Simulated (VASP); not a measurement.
# InAg (Pm-3m) in VASP: further runs

The runs below take InAg through vibrations by perturbation theory, with LDA.

Everything below comes from runs of VASP 6.6.1. Logs are shortened: lines on timing, memory, paths and dates and some standing lists are left out, and cuts for length are marked.

### 1 The cell of the first run

The structure is cubic, space group Pm-3m (No. 221). The conventional cell has a = 3.430 Å, b = 3.430 Å, c = 3.430 Å, α = 90.00°, β = 90.00°, γ = 90.00°. Within 3.9 Å of In (site symmetry m-3m) lie 8 Ag at 2.97 Å and 6 In at 3.43 Å. Ag (site symmetry m-3m) has 8 In at 2.97 Å and 6 Ag at 3.43 Å within 3.9 Å.

### 2 Vibrations by perturbation theory, LDA

INCAR

```
PREC = Accurate ; ENCUT = 500
EDIFF = 1E-8 ; ISMEAR = -1
SIGMA = 0.1 ; LREAL = False
LASPH = True ; NELM = 120
ALGO = Normal ; ISIF = 2
LWAVE = False ; LCHARG = True
IBRION = 8 ; NSW = 1
GGA_COMPAT = False
```

KPOINTS

```
regular mesh
0
Gamma
  7 7 7
```

POSCAR

```
InAg
1.0
    3.4297887384      0.0000000000      0.0000000000
    0.0000000000      3.4297887384      0.0000000000
    0.0000000000      0.0000000000      3.4297887384
In Ag
1 1
Direct
    0.5000000000      0.5000000000      0.5000000000
    0.0000000000      0.0000000000      0.0000000000
```

Potentials or basis: VASP PAW LDA potentials, release 64 (In_d, Ag).

Started as:

```sh
cat potpaw_LDA.64/In_d/POTCAR potpaw_LDA.64/Ag/POTCAR > POTCAR
mpirun -np 1 vasp_std > vasp.out
```

OUTCAR:

```text
PREC = Accurate
   ENCUT = 500
   EDIFF = 1E-8
   ISMEAR = -1
   LREAL = False
   LASPH = True
   NELM = 120
   ISIF = 2
   IBRION = 8
   NSW = 1

 ion  position               nearest neighbor table
   1  0.500  0.500  0.500-   2 2.97   2 2.97   2 2.97   2 2.97   2 2.97   2 2.97   2 2.97   2 2.97

   2  0.000  0.000  0.000-   1 2.97   1 2.97   1 2.97   1 2.97   1 2.97   1 2.97   1 2.97   1 2.97

  LATTYP: Found a simple cubic cell.
 ALAT       =     3.4297887384

  Lattice vectors:

 A1 = (   3.4297887384,   0.0000000000,   0.0000000000)
 A2 = (   0.0000000000,   3.4297887384,   0.0000000000)
 A3 = (   0.0000000000,   0.0000000000,   3.4297887384)

Analysis of symmetry for initial positions (statically):
=====================================================================
 Subroutine PRICEL returns:
 Original cell was already a primitive cell.

 Routine SETGRP: Setting up the symmetry group for a
 simple cubic supercell.

 Subroutine GETGRP returns: Found 48 space group operations
 (whereof 48 operations were pure point group operations)
 out of a pool of 48 trial point group operations.

The static configuration has the point symmetry O_h .

Analysis of symmetry for dynamics (positions and initial velocities):
=====================================================================
 Subroutine PRICEL returns:
 Original cell was already a primitive cell.

 Routine SETGRP: Setting up the symmetry group for a
 simple cubic supercell.

 Subroutine GETGRP returns: Found 48 space group operations
 (whereof 48 operations were pure point group operations)
 out of a pool of 48 trial point group operations.

The dynamic configuration has the point symmetry O_h .

 Subroutine INISYM returns: Found 48 space group operations
 (whereof 48 operations are pure point group operations),
 and found     1 'primitive' translations

----------------------------------------------------------------------------------------

                                     Primitive cell

  volume of cell :      40.3462

  direct lattice vectors                    reciprocal lattice vectors
     3.429788738  0.000000000  0.000000000     0.291563148  0.000000000  0.000000000
     0.000000000  3.429788738  0.000000000     0.000000000  0.291563148  0.000000000
     0.000000000  0.000000000  3.429788738     0.000000000  0.000000000  0.291563148

  length of vectors
     3.429788738  3.429788738  3.429788738     0.291563148  0.291563148  0.291563148

  position of ions in fractional coordinates (direct lattice)
     0.500000000  0.500000000  0.500000000
     0.000000000  0.000000000  0.000000000

  ion indices of the primitive-cell ions
   primitive index   ion index
                 1           1
                 2           2

----------------------------------------------------------------------------------------

 KPOINTS: regular mesh

Automatic generation of k-mesh.
 Grid dimensions read from file:
 generate k-points for:    7    7    7

 Generating k-lattice:

  Cartesian coordinates                     Fractional coordinates (reciprocal lattice)
     0.041651878  0.000000000  0.000000000     0.142857143  0.000000000  0.000000000
     0.000000000  0.041651878  0.000000000     0.000000000  0.142857143  0.000000000
     0.000000000  0.000000000  0.041651878     0.000000000  0.000000000  0.142857143

  Length of vectors
     0.041651878  0.041651878  0.041651878

  Shift w.r.t. Gamma in fractional coordinates (k-lattice)
[... 68 lines left out ...]
  volume/ion in A,a.u.               =      20.17       136.13
  Fermi-wavevector in a.u.,A,eV,Ry     =   1.376822  2.601817 25.791741  1.895639
  Thomas-Fermi vector in A             =   2.502032
   LORBIT       =      0    0 simple, 1 ext, 2 COOP (PROOUT), +10 PAW based schemes
   GGA     = CA    functional components
   LHFCALC =     F    Hartree Fock is set to
   AEXX    =    0.0000 exact exchange contribution
   IVDW    =     0    specifies the selected vdW correction
   LEPSILON=     F    determine dielectric tensor
   LRPA    =     F    only Hartree local field effects (RPA)
 non-spin polarized calculation
  energy-cutoff  :      500.00
  volume of cell :       40.35
 maximum number of plane-waves:      1032
 NGX is ok and might be reduce to    28
   NGX = 13   NGY = 13   NGZ = 13

--------------------------------------- Ionic step        1  -------------------------------------------

 number of electron      23.9999997 magnetization

 Free energy of the ion-electron system (eV)
  ---------------------------------------------------
  ext. energy  EPLUGINS =         0.00000000
  ---------------------------------------------------
  free energy    TOTEN  =        -6.92353795 eV

  energy without entropy =       -6.89415401  energy(sigma->0) =       -6.90884598

 E-fermi :   8.5654     XC(G=0): -11.7439

 val. band max:        8.5583121141   @ k =   0.2857   0.2857   0.1429
 cond. band min:       8.7360616160   @ k =   0.2857   0.2857   0.0000
 fundamental gap:      0.1777495019
 Fermi energy:         8.5653899881

 k-point     1 :       0.0000    0.0000    0.0000
  band No.  band energies     occupation
      1      -6.1111      2.00000
      2      -6.1111      2.00000
      3      -5.8365      2.00000
      4      -5.8365      2.00000
      5      -5.8365      2.00000
      6      -1.0487      2.00000
[... 359 lines left out ...]
      5      -5.7036      2.00000
      6       2.5551      2.00000
[... 8 lines left out ...]
     15      11.8613      0.00000
     16      12.4792      0.00000

------------------------ aborting loop because EDIFF is reached ----------------------------------------

  FORCE on cell =-STRESS in cart. coord.  units (eV):
  Direction    XX          YY          ZZ          XY          YZ          ZX
  --------------------------------------------------------------------------------------
  -------------------------------------------------------------------------------------
  Total       -0.8953669     -0.8953669     -0.8953669      0.0000000      0.0000000      0.0000000
  in kB      -35.5557215    -35.5557215    -35.5557215      0.0000000      0.0000000      0.0000000
  external PRESSURE =     -35.5557215 kB  Pullay stress =       0.0000000 kB

 VOLUME and BASIS-vectors are now :
 -----------------------------------------------------------------------------
  energy-cutoff  :      500.00
  volume of cell :       40.35
      direct lattice vectors                 reciprocal lattice vectors
     3.429788738  0.000000000  0.000000000     0.291563148  0.000000000  0.000000000
     0.000000000  3.429788738  0.000000000     0.000000000  0.291563148  0.000000000
     0.000000000  0.000000000  3.429788738     0.000000000  0.000000000  0.291563148

 POSITION                                       TOTAL-FORCE (eV/Angst)
 -----------------------------------------------------------------------------------
      1.71489      1.71489      1.71489         0.000000      0.000000      0.000000
      0.00000      0.00000      0.00000         0.000000      0.000000      0.000000
 -----------------------------------------------------------------------------------
    total drift:                                0.000000      0.000000      0.000000

  FREE ENERGIE OF THE ION-ELECTRON SYSTEM (eV)
  ---------------------------------------------------
  free  energy   TOTEN  =        -6.9235379493 eV

  energy  without entropy=       -6.8941540108  energy(sigma->0) =       -6.90884598

[... ionic steps 2 to 3 ...]

--------------------------------------- Ionic step        4  -------------------------------------------

------------------------ aborting loop because EDIFF is reached ----------------------------------------

[... ionic steps 5 to 6 ...]

--------------------------------------- Ionic step        7  -------------------------------------------

 Free energy of the ion-electron system (eV)
  ---------------------------------------------------
  ---------------------------------------------------
  free energy    TOTEN  =        -0.29853416 eV

  energy without entropy =       -0.29853416

------------------------ aborting loop because EDIFF is reached ----------------------------------------

 INTERNAL STRAIN TENSOR  FOR ION    2  DIRECTION 1   (eV/Angst):
 -----------------------------------------------------------------------------
    -0.00053 -0.00000  0.00000
    -0.00000  0.00916 -0.00000
     0.00000 -0.00000  0.00916

 INTERNAL STRAIN TENSOR FOR ION    2 for displacements in x,y,z  (eV/Angst):
          X           Y           Z          XY          YZ          ZX
  --------------------------------------------------------------------------------
  x     0.00000     0.00000     0.00000     0.00000     0.00000     0.00000
  y     0.00000     0.00000     0.00000     0.00000     0.00000     0.00000
  z     0.00000     0.00000     0.00000     0.00000     0.00000     0.00000

 SECOND DERIVATIVES (NOT SYMMETRIZED)
 ------------------------------------
               1X          1Y          1Z          2X          2Y          2Z
  1X    -1.842432   -0.000000    0.000000    1.842432    0.000000   -0.000000
  1Y     0.000000   -1.842432   -0.000000   -0.000000    1.842432    0.000000
  1Z    -0.000000    0.000000   -1.842432    0.000000   -0.000000    1.842432
  2X     1.877595   -0.000000   -0.000000   -1.877595    0.000000    0.000000
  2Y     0.000000    1.877595   -0.000000   -0.000000   -1.877595    0.000000
  2Z    -0.000000    0.000000    1.877595    0.000000   -0.000000   -1.877595

 Eigenvectors and eigenvalues of the dynamical matrix
 ----------------------------------------------------

   1 f  =    2.859374 THz    17.965978 2PiTHz   95.378458 cm-1    11.825416 meV
             X         Y         Z           dx          dy          dz
      1.714894  1.714894  1.714894    -0.641281    0.251119    0.073273
      0.000000  0.000000  0.000000     0.667906   -0.261545   -0.076315
[... 21 lines left out ...]
   6 f/i=    0.013503 THz     0.084841 2PiTHz    0.450406 cm-1     0.055843 meV
             X         Y         Z           dx          dy          dz
      1.714894  1.714894  1.714894     0.481786    0.527109    0.101817
      0.000000  0.000000  0.000000     0.462580    0.506097    0.097758

--------------------------------------------------------------------------------------------------------

 ELASTIC MODULI CONTR FROM IONIC RELAXATION (kBar)
 Direction    XX          YY          ZZ          XY          YZ          ZX
 --------------------------------------------------------------------------------
 XX           0.0000      0.0000      0.0000      0.0000      0.0000      0.0000
 YY           0.0000      0.0000      0.0000      0.0000      0.0000      0.0000
 ZZ           0.0000      0.0000      0.0000      0.0000      0.0000      0.0000
 XY           0.0000      0.0000      0.0000      0.0000      0.0000      0.0000
 YZ           0.0000      0.0000      0.0000      0.0000      0.0000      0.0000
 ZX           0.0000      0.0000      0.0000      0.0000      0.0000      0.0000
 --------------------------------------------------------------------------------
```

It took 66 s on 1 thread of Intel Xeon Platinum 8375C at 2.90GHz (Ice Lake), shared host; peak memory 0.2 GiB.

What came out:

```
Highest phonon frequency at Γ : 95 cm⁻¹
```

Phonon frequencies in cm⁻¹ (negative: imaginary):
```csv
q point,frequencies
"(0.000, 0.000, 0.000)",0 0 0 95 95 95
```

Caveat: the cell stands under pressure or tension, which shifts response properties; spin-orbit coupling is left out, which moves the levels of the heavy elements.

### 3 Vibrations by perturbation theory, LDA

This run uses another cell than the first one, of 20.80 Å³/atom.

INCAR

```
PREC = Accurate
ENCUT = 500
EDIFF = 1E-8
ISMEAR = -1
SIGMA = 0.1
LREAL = F
LASPH = T
NELM = 120
ALGO = Normal
ISIF = 2
LWAVE = F
LCHARG = F
NBANDS = 19
IBRION = 8
NSW = 1
GGA_COMPAT = F
```

KPOINTS

```
Automatic mesh
0
Gamma
  7 7 7
```

POSCAR

```
InAg
1.0
    3.4647890000      0.0000000000      0.0000000000
    0.0000000000      3.4647890000      0.0000000000
    0.0000000000      0.0000000000      3.4647890000
In Ag
1 1
Direct
    0.5000000000      0.5000000000      0.5000000000
    0.0000000000      0.0000000000      0.0000000000
```

Potentials or basis: VASP PAW LDA potentials, release 64 (In_d, Ag).

Started as:

```sh
cat potpaw_LDA.64/In_d/POTCAR potpaw_LDA.64/Ag/POTCAR > POTCAR
mpirun -np 1 vasp_std > vasp.out
```

OUTCAR:

```text
PREC = Accurate
   ENCUT = 500
   EDIFF = 1E-8
   ISMEAR = -1
   LREAL = F
   LASPH = T
   NELM = 120
   ISIF = 2
   IBRION = 8
   NSW = 1

 ion  position               nearest neighbor table
   1  0.500  0.500  0.500-   2 3.00   2 3.00   2 3.00   2 3.00   2 3.00   2 3.00   2 3.00   2 3.00

   2  0.000  0.000  0.000-   1 3.00   1 3.00   1 3.00   1 3.00   1 3.00   1 3.00   1 3.00   1 3.00

  LATTYP: Found a simple cubic cell.
 ALAT       =     3.4647890000

  Lattice vectors:

 A1 = (   3.4647890000,   0.0000000000,   0.0000000000)
 A2 = (   0.0000000000,   3.4647890000,   0.0000000000)
 A3 = (   0.0000000000,   0.0000000000,   3.4647890000)

Analysis of symmetry for initial positions (statically):
=====================================================================
 Subroutine PRICEL returns:
 Original cell was already a primitive cell.

 Routine SETGRP: Setting up the symmetry group for a
 simple cubic supercell.

 Subroutine GETGRP returns: Found 48 space group operations
 (whereof 48 operations were pure point group operations)
 out of a pool of 48 trial point group operations.

The static configuration has the point symmetry O_h .

Analysis of symmetry for dynamics (positions and initial velocities):
=====================================================================
 Subroutine PRICEL returns:
 Original cell was already a primitive cell.

 Routine SETGRP: Setting up the symmetry group for a
 simple cubic supercell.

 Subroutine GETGRP returns: Found 48 space group operations
 (whereof 48 operations were pure point group operations)
 out of a pool of 48 trial point group operations.

The dynamic configuration has the point symmetry O_h .

 Subroutine INISYM returns: Found 48 space group operations
 (whereof 48 operations are pure point group operations),
[... 613 lines left out ...]

  FREE ENERGIE OF THE ION-ELECTRON SYSTEM (eV)
  ---------------------------------------------------
  free  energy   TOTEN  =        -6.8893510191 eV

  energy  without entropy=       -6.8582771843  energy(sigma->0) =       -6.87381410

[... ionic steps 2 to 3 ...]

--------------------------------------- Ionic step        4  -------------------------------------------

------------------------ aborting loop because EDIFF is reached ----------------------------------------

[... ionic steps 5 to 6 ...]

--------------------------------------- Ionic step        7  -------------------------------------------

 Free energy of the ion-electron system (eV)
  ---------------------------------------------------
  ---------------------------------------------------
  free energy    TOTEN  =        -0.29895964 eV

  energy without entropy =       -0.29895964

------------------------ aborting loop because EDIFF is reached ----------------------------------------

 INTERNAL STRAIN TENSOR  FOR ION    2  DIRECTION 1   (eV/Angst):
 -----------------------------------------------------------------------------
     0.02278  0.00000 -0.00000
     0.00000 -0.00252 -0.00000
    -0.00000 -0.00000 -0.00252

 INTERNAL STRAIN TENSOR FOR ION    2 for displacements in x,y,z  (eV/Angst):
          X           Y           Z          XY          YZ          ZX
  --------------------------------------------------------------------------------
  x     0.00000     0.00000     0.00000     0.00000     0.00000     0.00000
  y     0.00000     0.00000     0.00000     0.00000     0.00000     0.00000
  z     0.00000     0.00000     0.00000     0.00000     0.00000     0.00000

 SECOND DERIVATIVES (NOT SYMMETRIZED)
 ------------------------------------
               1X          1Y          1Z          2X          2Y          2Z
  1X    -1.525783   -0.000000    0.000000    1.525783    0.000000    0.000000
  1Y    -0.000000   -1.525783   -0.000000    0.000000    1.525783    0.000000
  1Z     0.000000    0.000000   -1.525783   -0.000000   -0.000000    1.525783
  2X     1.505721   -0.000000   -0.000000   -1.505721    0.000000    0.000000
  2Y    -0.000000    1.505721    0.000000    0.000000   -1.505721   -0.000000
  2Z    -0.000000   -0.000000    1.505721    0.000000    0.000000   -1.505721

 Eigenvectors and eigenvalues of the dynamical matrix
 ----------------------------------------------------

   1 f  =    2.580570 THz    16.214199 2PiTHz   86.078549 cm-1    10.672375 meV
             X         Y         Z           dx          dy          dz
      1.732395  1.732395  1.732395     0.698353   -0.000000    0.000000
      0.000000  0.000000  0.000000    -0.715753    0.000000    0.000000
[... 21 lines left out ...]
   6 f/i=    0.008536 THz     0.053636 2PiTHz    0.284743 cm-1     0.035304 meV
             X         Y         Z           dx          dy          dz
      1.732395  1.732395  1.732395    -0.344876    0.500221    0.378342
      0.000000  0.000000  0.000000    -0.336492    0.488061    0.369144

--------------------------------------------------------------------------------------------------------

 ELASTIC MODULI CONTR FROM IONIC RELAXATION (kBar)
 Direction    XX          YY          ZZ          XY          YZ          ZX
 --------------------------------------------------------------------------------
 XX           0.0000      0.0000      0.0000      0.0000      0.0000      0.0000
 YY           0.0000      0.0000      0.0000      0.0000      0.0000      0.0000
 ZZ           0.0000      0.0000      0.0000      0.0000      0.0000      0.0000
 XY           0.0000      0.0000      0.0000      0.0000      0.0000      0.0000
 YZ           0.0000      0.0000      0.0000      0.0000      0.0000      0.0000
 ZX           0.0000      0.0000      0.0000      0.0000      0.0000      0.0000
 --------------------------------------------------------------------------------
```

stdout:

```text
POSCAR found type information on POSCAR InAg
 POSCAR found :  2 types and       2 ions
 scaLAPACK will be used
 LDA part: xc-table for (Slater(with rela. corr.)+CA(PZ))
 , standard interpolation
 POSCAR, INCAR and KPOINTS ok, starting setup
 FFT: planning ... GRIDC
 FFT: planning ... GRID_SOFT
 FFT: planning ... GRID
 WAVECAR not read
 entering main loop
 Linear response reoptimize wavefunctions to high precision
 Linear response DOF=           2
 Linear response progress:
 first order change of Fermi-energy  -0.11382E-03
 force on displaced ion       1 direction 1 :  -1.526   0.000  -0.000
 Linear response progress:
 first order change of Fermi-energy   0.28224E-03
 force on displaced ion       2 direction 1 :  -1.506  -0.000   0.000
 Linear response finished
```

It took 88 s on 1 thread of Intel Xeon Platinum 8375C at 2.90GHz (Ice Lake), shared host; peak memory 0.21 GiB.

Results:

| Property | Result |
| --- | --- |
| Highest phonon frequency at Γ | 86 cm⁻¹ |

Phonon frequencies in cm⁻¹ (negative: imaginary):
```
              q point     frequencies
(0.000, 0.000, 0.000)  0 0 0 86 86 86
```

Caveat: the cell stands under pressure or tension, which shifts response properties; spin-orbit coupling is left out, which moves the levels of the heavy elements.

(Continued in part 2 of 2.)
